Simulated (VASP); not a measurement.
Here is a VASP 6.6.1 calculation.

The input INCAR:

```
SYSTEM = Te
ALGO = Normal ; EDIFF = 1E-6
ENCUT = 520 ; GGA = PS
ISIF = 2 ; ISMEAR = -1
LASPH = .TRUE. ; LCHARG = .TRUE.
LELF = .TRUE. ; LREAL = .FALSE.
LVHAR = .TRUE. ; LWAVE = .FALSE.
NBANDS = 13 ; NELM = 100
PREC = Accurate ; SIGMA = 0.02
```

Contents of KPOINTS:

```
k-points
0
G
  6 6 6
  0 0 0
```

The input POSCAR:

```
Te
1.0
    0.0000000000      3.5386214008      3.5386214008
    3.5386214008      0.0000000000      3.5386214008
    3.5386214008      3.5386214008      0.0000000000
Te
2
Direct
    1.0000000000      1.0000000000      1.0000000000
    0.2500000000      0.2500000000      0.2500000000
```

Potentials or basis: VASP PAW PBE potentials, release 64 (Te).

Run with:

```console
$ cat potpaw_PBE.64/Te/POTCAR > POTCAR
$ mpirun -np 1 vasp_std > vasp.out
```

Estimate the band gap on the k mesh.

zero (band 6 reaches 3.77 eV, above the bottom of band 7 at 2.81 eV).

What does it give for the pressure?

-0.2 GPa.

Caveat: the PAW data sets were made with another functional, which shifts forces and pressure a little; spin-orbit coupling is left out, which moves the levels of the heavy elements.
